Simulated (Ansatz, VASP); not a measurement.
# Two plane-wave programs on LiBr

File INCAR:

```
PREC = Accurate
ENCUT = 750
EDIFF = 1E-6
ISMEAR = 0
SIGMA = 0.02
LREAL = F
LASPH = T
NELM = 120
ALGO = Normal
ISIF = 2
LWAVE = F
LCHARG = F
GGA = PE
NBANDS = 12
GGA_COMPAT = F
```

KPOINTS

```
regular mesh
0
Gamma
  8 8 8
```

The input POSCAR:

```
LiBr
1.0
    0.0000000000      2.6701300349      2.6701300349
    2.6701300349      0.0000000000      2.6701300349
    2.6701300349      2.6701300349      0.0000000000
Li Br
1 1
Direct
    0.0000000000      0.0000000000      0.0000000000
    0.5000000000      0.5000000000      0.5000000000
```

Input for Ansatz:

```yaml
crystal:
  lattice:
    - [0.0, 2.6701300349, 2.6701300349]
    - [2.6701300349, 0.0, 2.6701300349]
    - [2.6701300349, 2.6701300349, 0.0]
  atoms:
    - { symbol: Li, position: [0.0, 0.0, 0.0] }
    - { symbol: Br, position: [0.5, 0.5, 0.5] }
basis:
  ecutwfc: 420
kpoints:
  mp_grid: { grid: [8, 8, 8] }
hamiltonian:
  xc: pbe
scf:
  occupations: { method: gaussian, width: 0.02 }
output:
  forces: true
  stress: true
  eigenvalues: true
  write_density: true
  write_potential: true
  elf: true
  volumetric_format: npy
```

Alike in both runs: task single point; functional PBE; k mesh 8 × 8 × 8; occupations gaussian, width 0.02 eV; no spin polarisation.

```csv
,VASP,Ansatz
version,VASP 6.6.1,Ansatz 0.2.0
potentials or method,"VASP PAW PBE potentials, release 64 (Li_sv, Br), cutoff 750 eV","scalar-relativistic, plane waves, PAW"
valence electrons in the cell,10,10
```

|  | VASP | Ansatz | Ansatz less VASP |
| --- | --- | --- | --- |
| gap on the k mesh at the Fermi level (eV) | 5.36 | 5.36 | -0.003 |
| least direct gap on the mesh (eV) | 5.36 | 5.36 | -0.003 |
| pressure (GPa) | 2.9 | 3.0 | +0.06 |

The functional is the same, so the differences come from potentials, cutoffs and numerics.
